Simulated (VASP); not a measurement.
A run of VASP 6.6.1:

File INCAR:

```
PREC = Accurate
ENCUT = 520
EDIFF = 1E-6
ISMEAR = -1
SIGMA = 0.01
LREAL = False
LASPH = True
NELM = 150
ALGO = Normal
ISIF = 2
LWAVE = False
LCHARG = False
MAGMOM = 0 0 0 0 0 0
LORBIT = 11
LSORBIT = True
GGA_COMPAT = False
LORBMOM = True
LMAXMIX = 4
GGA = PE
NBANDS = 30
```

The input KPOINTS:

```
regular mesh
0
Gamma
  9 9 9
```

File POSCAR:

```
AgCl
1.0
    0.0000000000      2.7726629968      2.7726629968
    2.7726629968      0.0000000000      2.7726629968
    2.7726629968      2.7726629968      0.0000000000
Ag Cl
1 1
Direct
    0.0000000000      0.0000000000      0.0000000000
    0.5000000000      0.5000000000      0.5000000000
```

Potentials or basis: VASP PAW PBE potentials, release 64 (Ag, Cl).

Command:

```bash
$ cat potpaw_PBE.64/Ag/POTCAR potpaw_PBE.64/Cl/POTCAR > POTCAR
$ mpirun -np 1 vasp_ncl > vasp.out
```

Hardware: 1 thread of Intel Xeon 8259CL, on a shared host.

Task: Estimate the wall time of this run.

Result: It took 2 min on 1 thread of Intel Xeon 8259CL (shared host), peak memory 0.31 GiB. Counts: scf iterations 13, k points 35.
